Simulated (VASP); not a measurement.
# Bi (Im-3m) in VASP: notebook

Bi is run at these levels: PBE; tasks: single point.

Everything below comes from runs of VASP 6.6.1. Logs are shortened: lines on timing, memory, paths and dates and some standing lists are left out, and cuts for length are marked.

**1. The cell of the first run**

It takes space group Im-3m (No. 229, cubic). Conventional cell: a = 3.932 Å, b = 3.932 Å, c = 3.932 Å, α = 90.00°, β = 90.00°, γ = 90.00°. Bi (site symmetry m-3m) has 14 Bi at 3.41 to 3.93 Å within 4.5 Å.

This isn't the form of Bi at room conditions, which is rhombohedral.

**2. Single point, PBE**

The input, INCAR:

```
SYSTEM = Bi
PREC = Accurate
ENCUT = 520
EDIFF = 1E-6
ISMEAR = -1
SIGMA = 0.06122561905347299
LREAL = .False.
LASPH = .True.
NELM = 80
ALGO = Normal
ISIF = 2
LWAVE = .False.
LCHARG = .False.
GGA = PE
NBANDS = 14
```

The input, KPOINTS:

```
regular mesh
0
Gamma
  38 38 38
  0 0 0
```

The input, POSCAR:

```
Bi
1.0
   -1.9659979392      1.9659979392      1.9659979392
    1.9659979392     -1.9659979392      1.9659979392
    1.9659979392      1.9659979392     -1.9659979392
Bi
1
Direct
    0.0000000000      0.0000000000      0.0000000000
```

Potentials or basis: VASP PAW PBE potentials, release 64 (Bi_d).

Started as:

```sh
$ cat potpaw_PBE.64/Bi_d/POTCAR > POTCAR
$ mpirun -np 1 vasp_std > vasp.out
```

OUTCAR:

```text
SYSTEM = Bi
   PREC = Accurate
   ENCUT = 520
   EDIFF = 1E-6
   ISMEAR = -1
   LREAL = .False.
   LASPH = .True.
   NELM = 80
   ISIF = 2
   GGA = PE

 ion  position               nearest neighbor table
   1  0.000  0.000  0.000-

  LATTYP: Found a body centered cubic cell.
 ALAT       =     3.9319958784

  Lattice vectors:

 A1 = (  -1.9659979392,   1.9659979392,   1.9659979392)
 A2 = (   1.9659979392,  -1.9659979392,   1.9659979392)
 A3 = (   1.9659979392,   1.9659979392,  -1.9659979392)

Analysis of symmetry for initial positions (statically):
=====================================================================
 Subroutine PRICEL returns:
 Original cell was already a primitive cell.

 Routine SETGRP: Setting up the symmetry group for a
 body centered cubic supercell.

 Subroutine GETGRP returns: Found 48 space group operations
 (whereof 48 operations were pure point group operations)
 out of a pool of 48 trial point group operations.

The static configuration has the point symmetry O_h .

Analysis of symmetry for dynamics (positions and initial velocities):
=====================================================================
 Subroutine PRICEL returns:
 Original cell was already a primitive cell.

 Routine SETGRP: Setting up the symmetry group for a
 body centered cubic supercell.

 Subroutine GETGRP returns: Found 48 space group operations
 (whereof 48 operations were pure point group operations)
 out of a pool of 48 trial point group operations.

The dynamic configuration has the point symmetry O_h .

 Subroutine INISYM returns: Found 48 space group operations
 (whereof 48 operations are pure point group operations),
 and found     1 'primitive' translations

----------------------------------------------------------------------------------------

                                     Primitive cell

  volume of cell :      30.3955

  direct lattice vectors                    reciprocal lattice vectors
    -1.965997939  1.965997939  1.965997939     0.000000000  0.254323766  0.254323766
     1.965997939 -1.965997939  1.965997939     0.254323766  0.000000000  0.254323766
     1.965997939  1.965997939 -1.965997939     0.254323766  0.254323766  0.000000000

  length of vectors
     3.405208318  3.405208318  3.405208318     0.359668119  0.359668119  0.359668119

  position of ions in fractional coordinates (direct lattice)
     0.000000000  0.000000000  0.000000000

  ion indices of the primitive-cell ions
   primitive index   ion index
                 1           1

----------------------------------------------------------------------------------------

 KPOINTS: regular mesh

Automatic generation of k-mesh.
 Grid dimensions read from file:
 generate k-points for:   38   38   38

 Generating k-lattice:

  Cartesian coordinates                     Fractional coordinates (reciprocal lattice)
     0.000000000  0.006692731  0.006692731     0.026315789  0.000000000  0.000000000
     0.006692731  0.000000000  0.006692731     0.000000000  0.026315789  0.000000000
     0.006692731  0.006692731  0.000000000     0.000000000  0.000000000  0.026315789

  Length of vectors
     0.009464951  0.009464951  0.009464951

  Shift w.r.t. Gamma in fractional coordinates (k-lattice)
     0.000000000  0.000000000  0.000000000

 Subroutine IBZKPT returns following result:
 ===========================================

 Found   1440 irreducible k-points:

 Following reciprocal coordinates:
            Coordinates               Weight
  0.000000  0.000000  0.000000      1.000000
  0.026316  0.000000  0.000000     12.000000
  0.052632  0.000000  0.000000     12.000000
  0.078947  0.000000  0.000000     12.000000
  0.105263  0.000000  0.000000     12.000000
  0.131579  0.000000  0.000000     12.000000
[... 16 lines left out ...]
  0.078947  0.026316  0.000000     48.000000
  0.105263  0.026316  0.000000     48.000000
 [... further k-points ...]
   k-points           NKPTS =   1440   k-points in BZ     NKDIM =   1440   number of bands    NBANDS=     14
   number of dos      NEDOS =    301   number of ions     NIONS =      1
   total plane-waves  NPLWV =  21952
   dimension x,y,z NGX =    28 NGY =   28 NGZ =   28
   dimension x,y,z NGXF=    56 NGYF=   56 NGZF=   56
   ions per type =               1
   NGX,Y,Z   is equivalent  to a cutoff of  13.67, 13.67, 13.67 a.u.
   NGXF,Y,Z  is equivalent  to a cutoff of  27.34, 27.34, 27.34 a.u.
 SYSTEM =  Bi
   PREC   = accura    normal or accurate (medium, high low for compatibility)
   ISTART =      0    job   : 0-new  1-cont  2-samecut
   ICHARG =      2    charge: 1-file 2-atom 10-const
   ISPIN  =      1    spin polarized calculation?
   LNONCOLLINEAR =      F non collinear calculations
   LSORBIT =      F    spin-orbit coupling
   LASPH  =      T    aspherical Exc in radial PAW
   ENCUT  =  520.0 eV  38.22 Ry    6.18 a.u.   6.33  6.33  6.33*2*pi/ulx,y,z
   NELM   =     80;   NELMIN=  2; NELMDL= -5     # of ELM steps
   EDIFF  = 0.1E-05   stopping-criterion for ELM
   LREAL  =      F    real-space projection
   EDIFFG = 0.1E-04   stopping-criterion for IOM
   NSW    =      0    number of steps for IOM
   IBRION =     -1    ionic relax: 0-MD 1-quasi-New 2-CG
   NFREE  =      0    steps in history (QN), initial steepest desc. (CG)
   ISIF   =      2    stress and relaxation
   ISYM   =      2    0-nonsym 1-usesym 2-fastsym
   POTIM  = 0.5000    time-step for ionic-motion
   TEBEG  =    0.0;   TEEND  =   0.0 temperature during run
   PSTRESS=    0.0 pullay stress
   NELECT =      15.0000    total number of electrons
   NUPDOWN=      -1.0000    fix difference up-down
   EMIN   =  10.00;   EMAX   =-10.00  energy-range for DOS
   EFERMI =   0.00;   METHOD = LEGACY
   ISMEAR =    -1;   SIGMA  =   0.06  broadening in eV -4-tet -1-fermi 0-gaus
   EFERMI_NEDOS =   21; number of points for ismear=-14 and -15
   IALGO  =     38    algorithm
   IMIX   =      4    mixing-type and parameters
     AMIX     =   0.40;   BMIX     =  1.00
     AMIX_MAG =   1.60;   BMIX_MAG =  1.00
  volume/ion in A,a.u.               =      30.40       205.12
  Fermi-wavevector in a.u.,A,eV,Ry     =   1.293706  2.444749 22.771727  1.673675
  Thomas-Fermi vector in A             =   2.425335
   LORBIT       =      0    0 simple, 1 ext, 2 COOP (PROOUT), +10 PAW based schemes
   GGA     = PE    functional components
   LHFCALC =     F    Hartree Fock is set to
   AEXX    =    0.0000 exact exchange contribution
   IVDW    =     0    specifies the selected vdW correction
   LEPSILON=     F    determine dielectric tensor
   LRPA    =     F    only Hartree local field effects (RPA)
 non-spin polarized calculation
  energy-cutoff  :      520.00
  volume of cell :       30.40
 maximum number of plane-waves:       856
 NGX is ok and might be reduce to    28
   NGX = 13   NGY = 13   NGZ = 13

 number of electron      14.9999995 magnetization

 Free energy of the ion-electron system (eV)
  ---------------------------------------------------
  ext. energy  EPLUGINS =         0.00000000
  ---------------------------------------------------
  free energy    TOTEN  =        -3.75236377 eV

  energy without entropy =       -3.74454403  energy(sigma->0) =       -3.74845390

 E-fermi :   8.2052     XC(G=0): -10.4058

 val. band max:        8.2018457522   @ k =  -0.4211  -0.4737   0.0526
 cond. band min:       8.2069493141   @ k =  -0.2105   0.2368   0.0526
 fundamental gap:      0.0051035619
 Fermi energy:         8.2052293579

 k-point     1 :       0.0000    0.0000    0.0000
  band No.  band energies     occupation
      1     -14.8438      2.00000
      2     -14.8438      2.00000
      3     -14.8438      2.00000
      4     -14.7046      2.00000
      5     -14.7046      2.00000
      6      -5.4708      2.00000
      7      13.5070      0.00000
      8      13.5070      0.00000
      9      13.5070      0.00000
     10      17.6508      0.00000
     11      18.6960      0.00000
     12      18.6960      0.00000
     13      18.6960      0.00000
     14      20.0462      0.00000

 k-point     2 :       0.0263    0.0000    0.0000
  band No.  band energies     occupation
      1     -14.8441      2.00000
      2     -14.8433      2.00000
      3     -14.8423      2.00000
      4     -14.7049      2.00000
      5     -14.7046      2.00000
      6      -5.4578      2.00000
      7      13.3433      0.00000
      8      13.4633      0.00000
      9      13.4946      0.00000
     10      17.7747      0.00000
     11      18.5111      0.00000
     12      18.6070      0.00000
     13      18.6698      0.00000
     14      20.1058      0.00000

 k-point     3 :       0.0526    0.0000    0.0000
  band No.  band energies     occupation
      1     -14.8450      2.00000
      2     -14.8418      2.00000
      3     -14.8378      2.00000
      4     -14.7060      2.00000
      5     -14.7049      2.00000
      6      -5.4188      2.00000
      7      12.9086      0.00000
      8      13.3375      0.00000
      9      13.4575      0.00000
     10      17.9486      0.00000
     11      18.2771      0.00000
     12      18.3973      0.00000
     13      18.6042      0.00000
     14      20.2793      0.00000
[... 324 lines left out ...]
 k-point    23 :       0.0789    0.0263    0.0000
  band No.  band energies     occupation
      1     -14.8467      2.00000
      2     -14.8387      2.00000
      3     -14.8242      2.00000
      4     -14.7090      2.00000
      5     -14.7054      2.00000
      6      -5.3019      2.00000
      7      11.9027      0.00000
      8      13.0152      0.00000
      9      13.3053      0.00000
     10      17.4300      0.00000
     11      17.9242      0.00000
     12      18.5122      0.00000
     13      18.8752      0.00000
     14      20.6084      0.00000

 k-point    24 :       0.1053    0.0263    0.0000
  band No.  band energies     occupation
      1     -14.8489      2.00000
      2     -14.8352      2.00000
      3     -14.8129      2.00000
      4     -14.7113      2.00000
      5     -14.7058      2.00000
      6      -5.1985      2.00000
      7      11.1970      0.00000
      8      12.7402      0.00000
      9      13.2066      0.00000
     10      17.0274      0.00000
     11      17.7112      0.00000
     12      18.4477      0.00000
     13      19.2928      0.00000
     14      20.8703      0.00000

 [... further k-points ...]
[... 5 lines left out ...]
  --------------------------------------------------------------------------------------
  -------------------------------------------------------------------------------------
  Total        0.4113398      0.4113398      0.4113398     -0.0000000      0.0000000     -0.0000000
  in kB       21.6821377     21.6821377     21.6821377     -0.0000000      0.0000000     -0.0000000
  external PRESSURE =      21.6821377 kB  Pullay stress =       0.0000000 kB

 VOLUME and BASIS-vectors are now :
 -----------------------------------------------------------------------------
  energy-cutoff  :      520.00
  volume of cell :       30.40
      direct lattice vectors                 reciprocal lattice vectors
    -1.965997939  1.965997939  1.965997939     0.000000000  0.254323766  0.254323766
     1.965997939 -1.965997939  1.965997939     0.254323766  0.000000000  0.254323766
     1.965997939  1.965997939 -1.965997939     0.254323766  0.254323766  0.000000000

 POSITION                                       TOTAL-FORCE (eV/Angst)
 -----------------------------------------------------------------------------------
      0.00000      0.00000      0.00000         0.000000     -0.000000      0.000000
 -----------------------------------------------------------------------------------
    total drift:                                0.000000     -0.000000      0.000000

  FREE ENERGIE OF THE ION-ELECTRON SYSTEM (eV)
  ---------------------------------------------------
  free  energy   TOTEN  =        -3.7523637730 eV

  energy  without entropy=       -3.7445440295  energy(sigma->0) =       -3.74845390
```

It took 4.3 min on 1 thread of Oxide Virtual Turin-like, shared host; peak memory 0.59 GiB.

What came out:

```yaml
Free_energy: -3.7524 eV
Pressure: 2.2 GPa
Band_gap_on_the_k_mesh: zero (an odd number of electrons rules out a gap without spin polarisation)
```

Levels at points of the mesh, in eV from the Fermi level:
| k point | band 4 | band 5 | band 6 | band 7 | band 8 | band 9 | band 10 | band 11 |
| --- | --- | --- | --- | --- | --- | --- | --- | --- |
| (0.00, 0.00, 0.00) | -22.91 | -22.91 | -13.68 | 5.30 | 5.30 | 5.30 | 9.45 | 10.49 |
| (0.50, 0.00, 0.00) | -22.92 | -22.82 | -10.49 | -5.20 | 1.63 | 3.53 | 6.06 | 7.63 |
| (0.50, 0.50, 0.50) | -22.84 | -22.84 | -8.28 | -1.85 | -1.85 | -1.85 | 3.52 | 3.52 |

Caveat: spin-orbit coupling is left out, which moves the levels of the heavy elements.

**3. Single point, PBE**

This run uses another cell than the first one, of 31.66 Å³/atom.

The input, INCAR:

```
ALGO = Normal
EDIFF = 1E-6
ENCUT = 520
GGA = PE
ISIF = 2
ISMEAR = -1
LASPH = True
LCHARG = False
LREAL = False
LWAVE = False
NBANDS = 14
NELM = 80
PREC = Accurate
SIGMA = 0.06122561905347299
```

The input, KPOINTS:

```
k-points
0
Gamma
  38 38 38
```

The input, POSCAR:

```
Bi
1.0
   -1.9929327648      1.9929327648      1.9929327648
    1.9929327648     -1.9929327648      1.9929327648
    1.9929327648      1.9929327648     -1.9929327648
Bi
1
Direct
    0.0000000000      0.0000000000      0.0000000000
```

Potentials or basis: VASP PAW PBE potentials, release 64 (Bi_d).

Started as:

```sh
$ cat potpaw_PBE.64/Bi_d/POTCAR > POTCAR
$ mpirun -np 1 vasp_std > vasp.out
```

OUTCAR:

```text
EDIFF = 1E-6
   ENCUT = 520
   GGA = PE
   ISIF = 2
   ISMEAR = -1
   LASPH = True
   LREAL = False
   NELM = 80
   PREC = Accurate

 ion  position               nearest neighbor table
   1  0.000  0.000  0.000-

  LATTYP: Found a body centered cubic cell.
 ALAT       =     3.9858655296

  Lattice vectors:

 A1 = (  -1.9929327648,   1.9929327648,   1.9929327648)
 A2 = (   1.9929327648,  -1.9929327648,   1.9929327648)
 A3 = (   1.9929327648,   1.9929327648,  -1.9929327648)

[... 577 lines left out ...]
      6      -5.4407      2.00000
      7      10.4819      0.00000
      8      11.9879      0.00000
      9      12.4311      0.00000
     10      16.4006      0.00000
     11      17.1151      0.00000
     12      17.8676      0.00000
     13      18.3756      0.00000
     14      20.0947      0.00000

 [... further k-points ...]
[... 5 lines left out ...]
  --------------------------------------------------------------------------------------
  -------------------------------------------------------------------------------------
  Total       -0.0306495     -0.0306495     -0.0306495      0.0000000      0.0000000     -0.0000000
  in kB       -1.5509456     -1.5509456     -1.5509456      0.0000000      0.0000000     -0.0000000
  external PRESSURE =      -1.5509456 kB  Pullay stress =       0.0000000 kB

 VOLUME and BASIS-vectors are now :
 -----------------------------------------------------------------------------
  energy-cutoff  :      520.00
  volume of cell :       31.66
      direct lattice vectors                 reciprocal lattice vectors
    -1.992932765  1.992932765  1.992932765     0.000000000  0.250886537  0.250886537
     1.992932765 -1.992932765  1.992932765     0.250886537  0.000000000  0.250886537
     1.992932765  1.992932765 -1.992932765     0.250886537  0.250886537  0.000000000

 POSITION                                       TOTAL-FORCE (eV/Angst)
 -----------------------------------------------------------------------------------
      0.00000      0.00000      0.00000        -0.000000      0.000000      0.000000
 -----------------------------------------------------------------------------------
    total drift:                                0.000000     -0.000000      0.000000

  FREE ENERGIE OF THE ION-ELECTRON SYSTEM (eV)
  ---------------------------------------------------
  free  energy   TOTEN  =        -3.7604717872 eV

  energy  without entropy=       -3.7523758813  energy(sigma->0) =       -3.75642383
```

stdout:

```text
POSCAR found type information on POSCAR Bi
 POSCAR found :  1 types and       1 ions
 scaLAPACK will be used
 LDA part: xc-table for (Slater+PW92), standard interpolation
 POSCAR, INCAR and KPOINTS ok, starting setup
 FFT: planning ... GRIDC
 FFT: planning ... GRID_SOFT
 FFT: planning ... GRID
 WAVECAR not read
 entering main loop
```

Run time: 4.7 min. Hardware: 1 thread of Oxide Virtual Turin-like, shared host; peak memory 0.6 GiB.

What came out:

```yaml
Free_energy: -3.7605 eV
Pressure: -0.2 GPa
Band_gap_on_the_k_mesh: zero (an odd number of electrons rules out a gap without spin polarisation)
```

Levels at points of the mesh, in eV from the Fermi level:
```
           k point  band 3  band 4  band 5  band 6  band 7  band 8  band 9  band 10  band 11  band 12
(0.00, 0.00, 0.00)  -23.02  -22.89  -22.89  -13.39    5.01    5.01    5.01     8.92    10.48    10.48
(0.50, 0.00, 0.00)  -22.90  -22.90  -22.82  -10.44   -4.96    1.55    3.42     5.92     7.53    12.30
(0.50, 0.50, 0.50)  -22.83  -22.83  -22.83   -8.41   -1.75   -1.75   -1.75     3.56     3.56    15.31
```

Caveat: spin-orbit coupling is left out, which moves the levels of the heavy elements.
